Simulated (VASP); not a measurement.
# InAs (F-43m) in VASP: single point with HSE06

Aim: the single point of InAs with HSE06.

All numbers are computed with VASP 6.6.1; they aren't measurements. Logs are shortened: lines on timing, memory, paths and dates and some standing lists are left out, and cuts for length are marked.

## Step 1: The cell of the first run

Symmetry: F-43m, No. 216, cubic system. The conventional cell has a = 6.109 Å, b = 6.109 Å, c = 6.109 Å, α = 90.00°, β = 90.00°, γ = 90.00°. Within 3.5 Å of In (site symmetry -43m) lie 4 As at 2.65 Å. Within 3.5 Å of As (site symmetry -43m) lie 4 In at 2.65 Å.

## Step 2: Single point, HSE06

Contents of POSCAR:

```
InAs
1.0
    0.0000000000      3.0545904655      3.0545904655
    3.0545904655      0.0000000000      3.0545904655
    3.0545904655      3.0545904655      0.0000000000
In As
1 1
Direct
    0.0000000000      0.0000000000      0.0000000000
    0.2500000000      0.2500000000      0.2500000000
```

Contents of INCAR.step1:

```
PREC = Accurate ; ENCUT = 520
EDIFF = 1E-5 ; ISMEAR = -1
SIGMA = 0.02 ; LREAL = F
LASPH = T ; NELM = 80
ALGO = Normal ; ISIF = 2
LWAVE = T ; LCHARG = F
NBANDS = 16 ; GGA = PE
```

Contents of INCAR.step2:

```
PREC = Accurate ; ENCUT = 520
EDIFF = 1E-6 ; ISMEAR = -1
SIGMA = 0.02 ; LREAL = F
LASPH = T ; NELM = 80
ALGO = Normal ; ISIF = 2
LWAVE = F ; LCHARG = F
GGA = PE ; LHFCALC = T
HFSCREEN = 0.2079 ; PRECFOCK = Normal
NBANDS = 16 ; ISTART = 1
```

Contents of KPOINTS:

```
regular mesh
0
Gamma
  4 4 4
```

Potentials or basis: VASP PAW PBE potentials, release 64 (In_d, As).

On the command line:

```bash
> cat potpaw_PBE.64/In_d/POTCAR potpaw_PBE.64/As/POTCAR > POTCAR
> cp INCAR.step1 INCAR
> mpirun -np 1 vasp_std > vasp.out
> cp INCAR.step2 INCAR
> mpirun -np 1 vasp_std > vasp.out
```

OUTCAR:

```text
PREC = Accurate
   ENCUT = 520
   EDIFF = 1E-6
   ISMEAR = -1
   LREAL = F
   LASPH = T
   NELM = 80
   ISIF = 2
   GGA = PE
   LHFCALC = T
   HFSCREEN = 0.2079
   PRECFOCK = Normal
   ISTART = 1

 ion  position               nearest neighbor table
   1  0.000  0.000  0.000-   2 2.65   2 2.65   2 2.65   2 2.65
   2  0.250  0.250  0.250-   1 2.65   1 2.65   1 2.65   1 2.65

  LATTYP: Found a face centered cubic cell.
 ALAT       =     6.1091809310

  Lattice vectors:

 A1 = (   0.0000000000,   3.0545904655,   3.0545904655)
 A2 = (   3.0545904655,   0.0000000000,   3.0545904655)
 A3 = (   3.0545904655,   3.0545904655,   0.0000000000)

Analysis of symmetry for initial positions (statically):
=====================================================================
 Subroutine PRICEL returns:
 Original cell was already a primitive cell.

 Routine SETGRP: Setting up the symmetry group for a
 face centered cubic supercell.

 Subroutine GETGRP returns: Found 24 space group operations
 (whereof 24 operations were pure point group operations)
 out of a pool of 48 trial point group operations.

The static configuration has the point symmetry T_d .

Analysis of symmetry for dynamics (positions and initial velocities):
=====================================================================
 Subroutine PRICEL returns:
 Original cell was already a primitive cell.

 Routine SETGRP: Setting up the symmetry group for a
 face centered cubic supercell.

 Subroutine GETGRP returns: Found 24 space group operations
 (whereof 24 operations were pure point group operations)
 out of a pool of 48 trial point group operations.

The dynamic configuration has the point symmetry T_d .

 Subroutine INISYM returns: Found 24 space group operations
 (whereof 24 operations are pure point group operations),
 and found     1 'primitive' translations

----------------------------------------------------------------------------------------

                                     Primitive cell

  volume of cell :      57.0019

  direct lattice vectors                    reciprocal lattice vectors
     0.000000000  3.054590466  3.054590466    -0.163688064  0.163688064  0.163688064
     3.054590466  0.000000000  3.054590466     0.163688064 -0.163688064  0.163688064
     3.054590466  3.054590466  0.000000000     0.163688064  0.163688064 -0.163688064

  length of vectors
     4.319843264  4.319843264  4.319843264     0.283516044  0.283516044  0.283516044

  position of ions in fractional coordinates (direct lattice)
     0.000000000  0.000000000  0.000000000
     0.250000000  0.250000000  0.250000000

  ion indices of the primitive-cell ions
   primitive index   ion index
                 1           1
                 2           2

----------------------------------------------------------------------------------------

 KPOINTS: regular mesh

Automatic generation of k-mesh.
 Grid dimensions read from file:
 generate k-points for:    4    4    4

 Generating k-lattice:

  Cartesian coordinates                     Fractional coordinates (reciprocal lattice)
    -0.040922016  0.040922016  0.040922016     0.250000000  0.000000000  0.000000000
     0.040922016 -0.040922016  0.040922016     0.000000000  0.250000000  0.000000000
     0.040922016  0.040922016 -0.040922016     0.000000000  0.000000000  0.250000000

  Length of vectors
     0.070879011  0.070879011  0.070879011

  Shift w.r.t. Gamma in fractional coordinates (k-lattice)
     0.000000000  0.000000000  0.000000000

 Subroutine IBZKPT returns following result:
 ===========================================

 Found      8 irreducible k-points:

 Following reciprocal coordinates:
            Coordinates               Weight
  0.000000  0.000000  0.000000      1.000000
  0.250000  0.000000  0.000000      8.000000
  0.500000  0.000000  0.000000      4.000000
  0.250000  0.250000  0.000000      6.000000
  0.500000  0.250000  0.000000     24.000000
 -0.250000  0.250000  0.000000     12.000000
  0.500000  0.500000  0.000000      3.000000
 -0.250000  0.500000  0.250000      6.000000
   k-points           NKPTS =      8   k-points in BZ     NKDIM =     64   number of bands    NBANDS=     16
   number of dos      NEDOS =    301   number of ions     NIONS =      2
   total plane-waves  NPLWV =  32768
   dimension x,y,z NGX =    32 NGY =   32 NGZ =   32
   dimension x,y,z NGXF=    64 NGYF=   64 NGZF=   64
   ions per type =               1   1
   NGX,Y,Z   is equivalent  to a cutoff of  12.31, 12.31, 12.31 a.u.
   NGXF,Y,Z  is equivalent  to a cutoff of  24.63, 24.63, 24.63 a.u.
 SYSTEM =  unknown system
   PREC   = accura    normal or accurate (medium, high low for compatibility)
   ISTART =      1    job   : 0-new  1-cont  2-samecut
   ICHARG =      0    charge: 1-file 2-atom 10-const
   ISPIN  =      1    spin polarized calculation?
   LNONCOLLINEAR =      F non collinear calculations
   LSORBIT =      F    spin-orbit coupling
   LASPH  =      T    aspherical Exc in radial PAW
   ENCUT  =  520.0 eV  38.22 Ry    6.18 a.u.   8.03  8.03  8.03*2*pi/ulx,y,z
   NELM   =     80;   NELMIN=  2; NELMDL=  0     # of ELM steps
   EDIFF  = 0.1E-05   stopping-criterion for ELM
   LREAL  =      F    real-space projection
   EDIFFG = 0.1E-04   stopping-criterion for IOM
   NSW    =      0    number of steps for IOM
   IBRION =     -1    ionic relax: 0-MD 1-quasi-New 2-CG
   NFREE  =      0    steps in history (QN), initial steepest desc. (CG)
   ISIF   =      2    stress and relaxation
   ISYM   =      3    0-nonsym 1-usesym 2-fastsym
   POTIM  = 0.5000    time-step for ionic-motion
   TEBEG  =    0.0;   TEEND  =   0.0 temperature during run
   PSTRESS=    0.0 pullay stress
   NELECT =      18.0000    total number of electrons
   NUPDOWN=      -1.0000    fix difference up-down
   EMIN   =  10.00;   EMAX   =-10.00  energy-range for DOS
   EFERMI =   0.00;   METHOD = LEGACY
   ISMEAR =    -1;   SIGMA  =   0.02  broadening in eV -4-tet -1-fermi 0-gaus
   EFERMI_NEDOS =   21; number of points for ismear=-14 and -15
   IALGO  =     38    algorithm
   IMIX   =      1    mixing-type and parameters
     AMIX     =   0.40;   BMIX     =  1.00
     AMIX_MAG =   1.60;   BMIX_MAG =  1.00
  volume/ion in A,a.u.               =      28.50       192.33
  Fermi-wavevector in a.u.,A,eV,Ry     =   1.114815  2.106694 16.909480  1.242812
  Thomas-Fermi vector in A             =   2.251413
   LORBIT       =      0    0 simple, 1 ext, 2 COOP (PROOUT), +10 PAW based schemes
   GGA     = PE    functional components
   LHFCALC =     T    Hartree Fock is set to
   PRECFOCK=normal    Normal, Fast or Accurate (Low or Medium for compatibility)
   ENCUT4O =  -1.0   cutoff for four orbital integrals eV
   NKREDX  =     1    reduce k-point grid by
   NKREDY  =     1    reduce k-point grid by
   NKREDZ  =     1    reduce k-point grid by
   AEXX    =    0.2500 exact exchange contribution
   HFSCREEN=    0.2079 screening length (either q_TF or 0.3 A-1)
   HFSCREENC=   0.2079 screening length for correlation (either q_TF or 0.3 A-1)
   ENCUTFOCK=  -1.0 apply spherical cutoff to Coloumb kernel
   IVDW    =     0    specifies the selected vdW correction
   LEPSILON=     F    determine dielectric tensor
   LRPA    =     F    only Hartree local field effects (RPA)
 non-spin polarized calculation
  energy-cutoff  :      520.00
  volume of cell :       57.00
 maximum number of plane-waves:      1572
  NGX = 28; NGY = 28; NGZ = 28

 number of electron      17.9999996 magnetization

 Free energy of the ion-electron system (eV)
  ---------------------------------------------------
  ext. energy  EPLUGINS =         0.00000000
  ---------------------------------------------------
  free energy    TOTEN  =        -9.11087627 eV

  energy without entropy =       -9.11087516  energy(sigma->0) =       -9.11087571

 E-fermi :   4.0236     XC(G=0):  -7.4597

 val. band max:        3.8132118747   @ k =   0.0000   0.0000   0.0000
 cond. band min:       4.2120456995   @ k =   0.0000   0.0000   0.0000
 fundamental gap:      0.3988338248
 Fermi energy:         4.0236149721

 k-point     1 :       0.0000    0.0000    0.0000
  band No.  band energies     occupation
      1     -12.2899      2.00000
      2     -12.2899      2.00000
      3     -12.2899      2.00000
      4     -12.1699      2.00000
      5     -12.1699      2.00000
      6      -8.9889      2.00000
[... 8 lines left out ...]
     15      14.3258      0.00000
     16      14.3258      0.00000

 k-point     2 :       0.2500    0.0000    0.0000
  band No.  band energies     occupation
      1     -12.3401      2.00000
      2     -12.2733      2.00000
      3     -12.2733      2.00000
      4     -12.1690      2.00000
      5     -12.1690      2.00000
      6      -8.3667      2.00000
[... 8 lines left out ...]
     15      13.1873      0.00000
     16      13.1873      0.00000

 k-point     3 :       0.5000    0.0000    0.0000
  band No.  band energies     occupation
      1     -12.3867      2.00000
      2     -12.2609      2.00000
      3     -12.2609      2.00000
      4     -12.1635      2.00000
      5     -12.1635      2.00000
      6      -7.4746      2.00000
[... 8 lines left out ...]
     15      15.5065      0.00000
     16      15.5065      0.00000

 k-point     4 :       0.2500    0.2500    0.0000
  band No.  band energies     occupation
      1     -12.3718      2.00000
      2     -12.2541      2.00000
      3     -12.2541      2.00000
      4     -12.1847      2.00000
      5     -12.1602      2.00000
      6      -8.1575      2.00000
[... 8 lines left out ...]
     15      15.0280      0.00000
     16      15.7339      0.00000

 k-point     5 :       0.5000    0.2500    0.0000
  band No.  band energies     occupation
      1     -12.4086      2.00000
      2     -12.2443      2.00000
      3     -12.2374      2.00000
      4     -12.1834      2.00000
      5     -12.1587      2.00000
      6      -7.2320      2.00000
[... 8 lines left out ...]
     15      15.7628      0.00000
     16      16.2262      0.00000

 k-point     6 :      -0.2500    0.2500    0.0000
  band No.  band energies     occupation
      1     -12.3858      2.00000
      2     -12.2548      2.00000
      3     -12.2528      2.00000
      4     -12.1716      2.00000
      5     -12.1680      2.00000
      6      -7.5580      2.00000
[... 8 lines left out ...]
     15      14.4897      0.00000
     16      16.3071      0.00000

 k-point     7 :       0.5000    0.5000    0.0000
  band No.  band energies     occupation
      1     -12.4412      2.00000
      2     -12.2169      2.00000
      3     -12.2169      2.00000
      4     -12.2027      2.00000
      5     -12.1504      2.00000
      6      -6.9035      2.00000
[... 8 lines left out ...]
     15      16.2805      0.00000
     16      16.9673      0.00000

 k-point     8 :      -0.2500    0.5000    0.2500
  band No.  band energies     occupation
      1     -12.4195      2.00000
      2     -12.2445      2.00000
      3     -12.2222      2.00000
      4     -12.1838      2.00000
      5     -12.1626      2.00000
      6      -6.8573      2.00000
[... 8 lines left out ...]
     15      16.4253      0.00000
     16      16.4730      0.00000

------------------------ aborting loop because EDIFF is reached ----------------------------------------

  FORCE on cell =-STRESS in cart. coord.  units (eV):
  Direction    XX          YY          ZZ          XY          YZ          ZX
  --------------------------------------------------------------------------------------
  -------------------------------------------------------------------------------------
  Total       -0.0352026     -0.0352026     -0.0352026     -0.0000000      0.0000000     -0.0000000
  in kB       -0.9894551     -0.9894551     -0.9894551     -0.0000000      0.0000000     -0.0000000
  external PRESSURE =      -0.9894551 kB  Pullay stress =       0.0000000 kB

 VOLUME and BASIS-vectors are now :
 -----------------------------------------------------------------------------
  energy-cutoff  :      520.00
  volume of cell :       57.00
      direct lattice vectors                 reciprocal lattice vectors
     0.000000000  3.054590466  3.054590466    -0.163688064  0.163688064  0.163688064
     3.054590466  0.000000000  3.054590466     0.163688064 -0.163688064  0.163688064
     3.054590466  3.054590466  0.000000000     0.163688064  0.163688064 -0.163688064

 POSITION                                       TOTAL-FORCE (eV/Angst)
 -----------------------------------------------------------------------------------
      0.00000      0.00000      0.00000         0.000000      0.000000      0.000000
      1.52730      1.52730      1.52730        -0.000000     -0.000000     -0.000000
 -----------------------------------------------------------------------------------
    total drift:                                0.000026      0.000029      0.000022

  FREE ENERGIE OF THE ION-ELECTRON SYSTEM (eV)
  ---------------------------------------------------
  free  energy   TOTEN  =        -9.1108762693 eV

  energy  without entropy=       -9.1108751591  energy(sigma->0) =       -9.11087571
```

It took 12 min on 1 thread of AMD EPYC 7R13 (Zen 3), shared host; peak memory 0.26 GiB.

Results:

* Free energy: -9.1109 eV
* Pressure: -0.1 GPa
* Band gap on the k mesh: 0.40 eV

Levels at points of the mesh, in eV from the valence-band top:
```tsv
k point	band 6	band 7	band 8	band 9	band 10	band 11	band 12	band 13
(0.00, 0.00, 0.00)	-12.80	0.00	0.00	0.00	0.40	4.65	4.65	4.65
(0.50, 0.00, 0.00)	-11.29	-6.08	-1.02	-1.02	1.60	5.43	5.43	7.67
(0.50, 0.50, 0.00)	-10.72	-6.17	-2.41	-2.41	2.18	2.73	10.11	10.26
```

Caveat: the k points lie up to 0.45 Å⁻¹ apart; the PAW data sets were made with another functional, which shifts forces and pressure a little; spin-orbit coupling is left out, which moves the levels of the heavy elements.
